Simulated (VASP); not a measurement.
# CoO in VASP: a series of runs

CoO is run at these levels: PBEsol; tasks: single point, relaxation of cell and atoms.

All numbers are computed with VASP 6.6.1; they aren't measurements. Logs are shortened: lines on timing, memory, paths and dates and some standing lists are left out, and cuts for length are marked.

**1. The cell of the first run**

Symmetry: P6_3mc, No. 186, hexagonal system. The conventional cell has a = 3.057 Å, b = 3.057 Å, c = 5.215 Å, α = 90.00°, β = 90.00°, γ = 120.00°. Co (site symmetry 3m) has 4 O at 1.88 to 1.91 Å within 2.5 Å. O (site symmetry 3m) has 4 Co at 1.88 to 1.91 Å within 2.5 Å.

**2. Single point, PBEsol, collinear spin, antiferromagnetic start**

INCAR reads:

```
PREC     = Accurate       # precision mode
ENCUT    = 520            # plane-wave cutoff, eV
EDIFF    = 1E-6           # SCF threshold, eV
ISMEAR   = 0              # smearing method
SIGMA    = 0.1            # smearing width, eV
LREAL    = False          # projectors in reciprocal space
LASPH    = True           # aspherical terms in the spheres
NELM     = 150            # most SCF steps
ALGO     = Normal         # electronic algorithm
ISIF     = 2              # what is computed and relaxed
LWAVE    = False          # write WAVECAR
LCHARG   = False          # write CHGCAR
ISPIN    = 2              # spin polarisation
MAGMOM   = -2.29 2.29 0.17 -0.17 # initial moments
LORBIT   = 11             # projections on sites
LMAXMIX  = 4              # l up to which the mixer works
GGA      = PS             # functional
NBANDS   = 27             # bands
```

KPOINTS reads:

```
regular mesh
0
Gamma
  6 6 4
```

POSCAR reads:

```
CoO
1.0
    3.0573632232      0.0000000000      0.0000000000
   -1.5286816116      2.6477542199      0.0000000000
    0.0000000000      0.0000000000      5.2148445905
Co O
2 2
Direct
    0.0000000000      0.0000000000      0.0075782111
    0.3333333333      0.6666666667      0.5075775439
    0.0000000000      0.0000000000      0.3674228503
    0.3333333333      0.6666666667      0.8674223947
```

Potentials or basis: VASP PAW PBE potentials, release 64 (Co, O).

Launch:

```console
$ cat potpaw_PBE.64/Co/POTCAR potpaw_PBE.64/O/POTCAR > POTCAR
$ mpirun -np 1 vasp_std > vasp.out
```

OUTCAR:

```text
PREC = Accurate
   ENCUT = 520
   EDIFF = 1E-6
   ISMEAR = 0
   LREAL = False
   LASPH = True
   NELM = 150
   ISIF = 2
   ISPIN = 2
   LORBIT = 11
   GGA = PS

 ion  position               nearest neighbor table
   1  0.000  0.000  0.008-   3 1.88   4 1.91   4 1.91   4 1.91
   2  0.333  0.667  0.508-   4 1.88   3 1.91   3 1.91   3 1.91
   3  0.000  0.000  0.367-   1 1.88   2 1.91   2 1.91   2 1.91
   4  0.333  0.667  0.867-   2 1.88   1 1.91   1 1.91   1 1.91

  LATTYP: Found a hexagonal cell.
 ALAT       =     3.0573632232
 C/A-ratio  =     1.7056673381

  Lattice vectors:

 A1 = (   3.0573632232,   0.0000000000,   0.0000000000)
 A2 = (  -1.5286816116,   2.6477542199,   0.0000000000)
 A3 = (   0.0000000000,   0.0000000000,   5.2148445905)

Analysis of symmetry for initial positions (statically):
=====================================================================
 Subroutine PRICEL returns:
 Original cell was already a primitive cell.

 Routine SETGRP: Setting up the symmetry group for a
 hexagonal supercell.

 Subroutine GETGRP returns: Found 12 space group operations
 (whereof  6 operations were pure point group operations)
 out of a pool of 24 trial point group operations.

The static configuration has the point symmetry C_3v.
 The point group associated with its full space group is C_6v.

Analysis of symmetry for dynamics (positions and initial velocities):
=====================================================================
 Subroutine PRICEL returns:
 Original cell was already a primitive cell.

 Routine SETGRP: Setting up the symmetry group for a
 hexagonal supercell.

 Subroutine GETGRP returns: Found 12 space group operations
 (whereof  6 operations were pure point group operations)
 out of a pool of 24 trial point group operations.

The dynamic configuration has the point symmetry C_3v.
 The point group associated with its full space group is C_6v.

Analysis of structural, dynamic, and magnetic symmetry:
=====================================================================
 Subroutine PRICEL returns:
 Original cell was already a primitive cell.

 Routine SETGRP: Setting up the symmetry group for a
 hexagonal supercell.

 Subroutine GETGRP returns: Found 12 space group operations
 (whereof  6 operations were pure point group operations)
 out of a pool of 24 trial point group operations.

The overall configuration has the point symmetry C_3v.
 The point group associated with its full space group is C_6v.

 Subroutine INISYM returns: Found 12 space group operations
 (whereof  6 operations are pure point group operations),
 and found     1 'primitive' translations

----------------------------------------------------------------------------------------

                                     Primitive cell

  volume of cell :      42.2149

  direct lattice vectors                    reciprocal lattice vectors
     3.057363223  0.000000000  0.000000000     0.327079227  0.188839280  0.000000000
    -1.528681612  2.647754220  0.000000000     0.000000000  0.377678560  0.000000000
     0.000000000  0.000000000  5.214844591     0.000000000  0.000000000  0.191760269

  length of vectors
     3.057363223  3.057363223  5.214844591     0.377678560  0.377678560  0.191760269

  position of ions in fractional coordinates (direct lattice)
     0.000000000  0.000000000  0.007578211
     0.333333333  0.666666667  0.507577544
     0.000000000  0.000000000  0.367422850
     0.333333333  0.666666667  0.867422395

  ion indices of the primitive-cell ions
   primitive index   ion index
                 1           1
                 2           2
                 3           3
                 4           4

----------------------------------------------------------------------------------------

 KPOINTS: regular mesh

Automatic generation of k-mesh.
 Grid dimensions read from file:
 generate k-points for:    6    6    4

 Generating k-lattice:

  Cartesian coordinates                     Fractional coordinates (reciprocal lattice)
     0.054513205  0.031473213  0.000000000     0.166666667 -0.000000000  0.000000000
     0.000000000  0.062946427  0.000000000     0.000000000  0.166666667  0.000000000
     0.000000000  0.000000000  0.047940067     0.000000000  0.000000000  0.250000000

  Length of vectors
     0.062946427  0.062946427  0.047940067

  Shift w.r.t. Gamma in fractional coordinates (k-lattice)
     0.000000000  0.000000000  0.000000000

 Subroutine IBZKPT returns following result:
 ===========================================

 Found     21 irreducible k-points:

 Following reciprocal coordinates:
            Coordinates               Weight
  0.000000  0.000000  0.000000      1.000000
  0.166667  0.000000  0.000000      6.000000
  0.333333  0.000000  0.000000      6.000000
  0.500000  0.000000  0.000000      3.000000
  0.166667  0.166667  0.000000      6.000000
  0.333333  0.166667  0.000000     12.000000
[... 13 lines left out ...]
  0.333333  0.166667  0.500000     12.000000
  0.333333  0.333333  0.500000      2.000000
   k-points           NKPTS =     21   k-points in BZ     NKDIM =     21   number of bands    NBANDS=     27
   number of dos      NEDOS =    301   number of ions     NIONS =      4
   total plane-waves  NPLWV =  23040
   dimension x,y,z NGX =    24 NGY =   24 NGZ =   40
   dimension x,y,z NGXF=    48 NGYF=   48 NGZF=   80
   ions per type =               2   2
   NGX,Y,Z   is equivalent  to a cutoff of  13.05, 13.05, 12.75 a.u.
   NGXF,Y,Z  is equivalent  to a cutoff of  26.10, 26.10, 25.50 a.u.
 SYSTEM =  unknown system
   PREC   = accura    normal or accurate (medium, high low for compatibility)
   ISTART =      0    job   : 0-new  1-cont  2-samecut
   ICHARG =      2    charge: 1-file 2-atom 10-const
   ISPIN  =      2    spin polarized calculation?
   LNONCOLLINEAR =      F non collinear calculations
   LSORBIT =      F    spin-orbit coupling
   LASPH  =      T    aspherical Exc in radial PAW
   ENCUT  =  520.0 eV  38.22 Ry    6.18 a.u.   5.68  5.68  9.70*2*pi/ulx,y,z
   NELM   =    150;   NELMIN=  2; NELMDL= -5     # of ELM steps
   EDIFF  = 0.1E-05   stopping-criterion for ELM
   LREAL  =      F    real-space projection
   EDIFFG = 0.1E-04   stopping-criterion for IOM
   NSW    =      0    number of steps for IOM
   IBRION =     -1    ionic relax: 0-MD 1-quasi-New 2-CG
   NFREE  =      0    steps in history (QN), initial steepest desc. (CG)
   ISIF   =      2    stress and relaxation
   ISYM   =      2    0-nonsym 1-usesym 2-fastsym
   POTIM  = 0.5000    time-step for ionic-motion
   TEBEG  =    0.0;   TEEND  =   0.0 temperature during run
   PSTRESS=    0.0 pullay stress
   NELECT =      30.0000    total number of electrons
   NUPDOWN=      -1.0000    fix difference up-down
   EMIN   =  10.00;   EMAX   =-10.00  energy-range for DOS
   EFERMI =   0.00;   METHOD = LEGACY
   ISMEAR =     0;   SIGMA  =   0.10  broadening in eV -4-tet -1-fermi 0-gaus
   EFERMI_NEDOS =   21; number of points for ismear=-14 and -15
   IALGO  =     38    algorithm
   IMIX   =      4    mixing-type and parameters
     AMIX     =   0.40;   BMIX     =  1.00
     AMIX_MAG =   1.60;   BMIX_MAG =  1.00
  volume/ion in A,a.u.               =      10.55        71.22
  Fermi-wavevector in a.u.,A,eV,Ry     =   1.460920  2.760739 29.038757  2.134288
  Thomas-Fermi vector in A             =   2.577313
   LORBIT       =     11    0 simple, 1 ext, 2 COOP (PROOUT), +10 PAW based schemes
   GGA     = PS    functional components
   LHFCALC =     F    Hartree Fock is set to
   AEXX    =    0.0000 exact exchange contribution
   IVDW    =     0    specifies the selected vdW correction
   LEPSILON=     F    determine dielectric tensor
   LRPA    =     F    only Hartree local field effects (RPA)
 spin polarized calculation
 Gauss-broadening in eV      SIGMA  =   0.10
  energy-cutoff  :      520.00
  volume of cell :       42.21
 maximum number of plane-waves:      1172
 NGX is ok and might be reduce to    24
   NGX = 11   NGY = 11   NGZ = 19

 number of electron      30.0000000 magnetization      -0.0000000

 number of electron      29.9999999 magnetization       0.0000000

 Free energy of the ion-electron system (eV)
  ---------------------------------------------------
  ext. energy  EPLUGINS =         0.00000000
  ---------------------------------------------------
  free energy    TOTEN  =       -28.54188208 eV

  energy without entropy =      -28.51811244  energy(sigma->0) =      -28.52999726

 E-fermi :   6.9835     XC(G=0): -11.9330

 val. band max:        6.9685290474   @ k =   0.3333   0.1667   0.5000
 cond. band min:       7.0176247925   @ k =   0.1667   0.0000   0.2500
 fundamental gap:      0.0490957451
 Fermi energy:         6.9834972662

 spin component 1

 k-point     1 :       0.0000    0.0000    0.0000
  band No.  band energies     occupation
      1     -13.6356      1.00000
      2     -12.8752      1.00000
      3      -0.8002      1.00000
      4       0.3983      1.00000
      5       0.6814      1.00000
      6       0.6814      1.00000
[... 619 lines left out ...]
     26      22.0850      0.00000
     27      25.1728      0.00000
 Fermi energy:         6.9834972662

 spin component 2

 k-point     1 :       0.0000    0.0000    0.0000
  band No.  band energies     occupation
      1     -13.6356      1.00000
      2     -12.8753      1.00000
      3      -0.8002      1.00000
      4       0.3983      1.00000
      5       0.6815      1.00000
      6       0.6815      1.00000
[... 619 lines left out ...]
     26      22.0850      0.00000
     27      25.1688      0.00000

------------------------ aborting loop because EDIFF is reached ----------------------------------------

  FORCE on cell =-STRESS in cart. coord.  units (eV):
  Direction    XX          YY          ZZ          XY          YZ          ZX
  --------------------------------------------------------------------------------------
  -------------------------------------------------------------------------------------
  Total       -0.0548780     -0.0548780     -0.0387544      0.0000000      0.0000000      0.0000000
  in kB       -2.0827779     -2.0827779     -1.4708403      0.0000000      0.0000000      0.0000000
  external PRESSURE =      -1.8787987 kB  Pullay stress =       0.0000000 kB

 VOLUME and BASIS-vectors are now :
 -----------------------------------------------------------------------------
  energy-cutoff  :      520.00
  volume of cell :       42.21
      direct lattice vectors                 reciprocal lattice vectors
     3.057363223  0.000000000  0.000000000     0.327079227  0.188839280  0.000000000
    -1.528681612  2.647754220  0.000000000     0.000000000  0.377678560  0.000000000
     0.000000000  0.000000000  5.214844591     0.000000000  0.000000000  0.191760269

 POSITION                                       TOTAL-FORCE (eV/Angst)
 -----------------------------------------------------------------------------------
      0.00000      0.00000      0.03952        -0.000000      0.000000     -0.019695
     -0.00000      1.76517      2.64694         0.000000     -0.000000     -0.019695
      0.00000      0.00000      1.91605         0.000000     -0.000000      0.019695
     -0.00000      1.76517      4.52347        -0.000000      0.000000      0.019695
 -----------------------------------------------------------------------------------
    total drift:                                0.000000      0.000000     -0.000793

  FREE ENERGIE OF THE ION-ELECTRON SYSTEM (eV)
  ---------------------------------------------------
  free  energy   TOTEN  =       -28.5418820791 eV

  energy  without entropy=      -28.5181124385  energy(sigma->0) =      -28.52999726

 total charge

# of ion       s       p       d       tot
------------------------------------------
    1        0.375   0.511   7.299   8.185
    2        0.375   0.511   7.299   8.185
    3        1.552   3.434   0.000   4.986
    4        1.552   3.434   0.000   4.986
--------------------------------------------------
tot          3.854   7.891  14.597  26.343

 magnetization (x)

# of ion       s       p       d       tot
------------------------------------------
    1       -0.005  -0.035  -1.923  -1.963
    2        0.005   0.035   1.923   1.963
    3        0.010   0.112   0.000   0.122
    4       -0.010  -0.112   0.000  -0.122
--------------------------------------------------
tot          0.000   0.000   0.000   0.000
```

Run time: 32 s. Hardware: 1 thread of Intel Xeon Platinum 8488C (Sapphire Rapids), shared host; peak memory 0.19 GiB.

Results:

```
Free energy                                           : -28.5419 eV
Pressure                                              : -0.2 GPa
Largest force                                         : 0.020 eV/Å
Band gap on the k mesh                                : zero (filled and empty bands overlap)
Net moment                                            : 0.00 μB per cell
Site moments                                          : Co -1.96, +1.96; O +0.12, -0.12 μB
Valence electrons inside the program's atomic spheres : Co 8.19; O 4.99
```

Forces on the atoms (eV/Å):
```
Co   0.000  0.000 -0.020
Co   0.000  0.000 -0.020
O    0.000  0.000  0.020
O    0.000  0.000  0.020
```

Levels at points of the mesh, in eV from the Fermi level:
Spin up:
```csv
k point,band 12,band 13,band 14,band 15,band 16,band 17,band 18,band 19
"(0.00, 0.00, 0.00)",-0.97,-0.97,0.13,0.13,0.27,1.72,1.99,1.99
"(0.50, 0.00, 0.00)",-1.81,-1.18,-0.38,-0.24,-0.05,0.67,1.25,6.22
"(0.00, 0.00, 0.50)",-0.93,-0.93,0.23,0.23,0.71,1.80,1.80,2.84
"(0.50, 0.00, 0.50)",-1.64,-1.00,-0.50,-0.16,-0.06,0.69,1.06,5.74
```
Spin down:
| k point | band 11 | band 12 | band 13 | band 14 | band 15 | band 16 | band 17 | band 18 | band 19 | band 20 |
| --- | --- | --- | --- | --- | --- | --- | --- | --- | --- | --- |
| (0.00, 0.00, 0.00) | -1.76 | -0.97 | -0.97 | 0.13 | 0.13 | 0.27 | 1.72 | 1.99 | 1.99 | 6.05 |
| (0.50, 0.00, 0.00) | -1.84 | -1.81 | -1.18 | -0.38 | -0.24 | -0.05 | 0.67 | 1.25 | 6.22 | 6.52 |
| (0.00, 0.00, 0.50) | -1.21 | -0.93 | -0.93 | 0.23 | 0.23 | 0.71 | 1.80 | 1.80 | 2.84 | 3.20 |
| (0.50, 0.00, 0.50) | -1.79 | -1.64 | -1.00 | -0.50 | -0.16 | -0.06 | 0.69 | 1.06 | 5.74 | 6.10 |

Caveat: the k points lie up to 0.40 Å⁻¹ apart; the PAW data sets were made with another functional, which shifts forces and pressure a little; semilocal functionals often make such compounds metallic where correlation or magnetic order opens a gap, which also shifts bond lengths. With open d or f shells a metallic result of PBEsol can be an artefact of self-interaction; +U or a hybrid may open a gap.

(Continued in part 2 of 2.)
